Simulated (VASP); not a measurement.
Write the native input for VASP 6.6.1 that does the following.

- Task: single point
- Functional: r2SCAN
- Potentials or basis: VASP PAW PBE potentials, release 64 (Ru_pv)
- Cutoff: 520 eV
- k mesh: 15 × 15 × 15
- Occupations: fermi-dirac, width 0.1 eV
- Spin: no spin polarisation
- Dipole correction: no
- Further INCAR settings: ALGO = Normal; EDIFF = 1e-06; NBANDS = 13

The system is Ru.

```
CELL_PARAMETERS angstrom
0.00000 1.85342 1.85342
1.85342 0.00000 1.85342
1.85342 1.85342 0.00000
ATOMIC_POSITIONS crystal
Ru 0.00000 0.00000 0.00000
```

This isn't the form of Ru at room conditions, which is hcp.

One way to write it, as run:

POSCAR

```
Ru
1.0
    0.0000000000      1.8534248469      1.8534248469
    1.8534248469      0.0000000000      1.8534248469
    1.8534248469      1.8534248469      0.0000000000
Ru
1
Direct
    0.0000000000      0.0000000000      0.0000000000
```

INCAR.step1

```
PREC = Accurate
ENCUT = 520
ISMEAR = -1
SIGMA = 0.1
LREAL = False
LASPH = True
NELM = 60
NBANDS = 13
GGA = PE
ALGO = Normal
EDIFF = 1E-4
LWAVE = True
LCHARG = False
```

INCAR.step2

```
PREC = Accurate
ENCUT = 520
EDIFF = 1E-6
ISMEAR = -1
SIGMA = 0.1
LREAL = False
LASPH = True
NELM = 60
ALGO = Normal
ISIF = 2
LWAVE = False
LCHARG = False
METAGGA = R2SCAN
LMIXTAU = True
NBANDS = 13
ISTART = 1
```

KPOINTS

```
regular mesh
0
Gamma
  15 15 15
```

Potentials or basis: VASP PAW PBE potentials, release 64 (Ru_pv).

Run with:

```bash
$ cat potpaw_PBE.64/Ru_pv/POTCAR > POTCAR
$ cp INCAR.step1 INCAR
$ mpirun -np 1 vasp_std > vasp.out
$ cp INCAR.step2 INCAR
$ mpirun -np 1 vasp_std > vasp.out
```

Results of the run:

| Item | Value |
| --- | --- |
| Pressure | 26.2 GPa |
| Band gap on the k mesh | zero (bands 7 and 8 overlap by 4.06 eV) |

Caveat: the cell stands under pressure; an empty level that is flat over the whole mesh can mark a ghost state of the potentials, or a narrow d or f band; the PAW data sets were made with another functional, which shifts forces and pressure a little.

Wall time 98 s on 1 thread of Intel Xeon 8259CL, with other jobs on the host, peak memory 0.14 GiB.
